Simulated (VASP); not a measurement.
Ga:

```xyz
2
Lattice="1.3830 -4.0265 0.0000 1.3830 4.0265 0.0000 -0.1174 0.0000 3.3299" Properties=species:S:1:pos:R:3 pbc="T T T"
Ga    1.2949    2.9716    2.4974
Ga    1.3536   -2.9716    0.8325
```

```yaml
Program: VASP 6.6.1
Task: relaxation of cell and atoms
Functional: BLYP
Dispersion: D3(BJ)
Potentials_or_basis: VASP PAW PBE potentials, release 64 (Ga_d)
Cutoff: 600 eV
k_mesh: 10 × 10 × 8
Occupations: fermi-dirac, width 0.05 eV
Spin: no spin polarisation
```

At the start: pressure 0.6 GPa; volume 18.54 Å³/atom.

How do energy, volume and symmetry change on relaxing?

Over 10 steps the energy falls by 3.9 meV/atom and the volume is 18.76 Å³/atom (+1.2 %); space group C2/c (No. 15, to 0.1 Å) before, Cmcm (No. 63, to 0.1 Å).

Step by step:
```csv
step,energy change (eV),largest force (eV/Å),pressure (GPa),volume (Å³)
1,0.0000,0.1654,0.62,37.09
2,-0.0038,0.0971,0.09,37.47
3,-0.0051,0.0494,-0.26,37.76
4,-0.0041,0.0406,-0.93,38.35
5,-0.0053,0.0242,-0.49,37.92
6,-0.0069,0.0035,-0.18,37.72
7,-0.0074,0.0286,0.01,37.56
8,-0.0075,0.0351,0.02,37.52
9,-0.0075,0.0420,0.07,37.48
10,-0.0078,0.0126,-0.02,37.52
```

Final structure:
```
Ga
1.0
     1.41301   -4.03285    0.01759
     1.41301    4.03285    0.01759
    -0.07758    0.00000    3.29084
Ga
2
Direct
  0.13438 0.86562 0.75000
  0.86562 0.13438 0.25000
```

Caveat: the PAW data sets were made with another functional, which shifts forces and pressure a little.
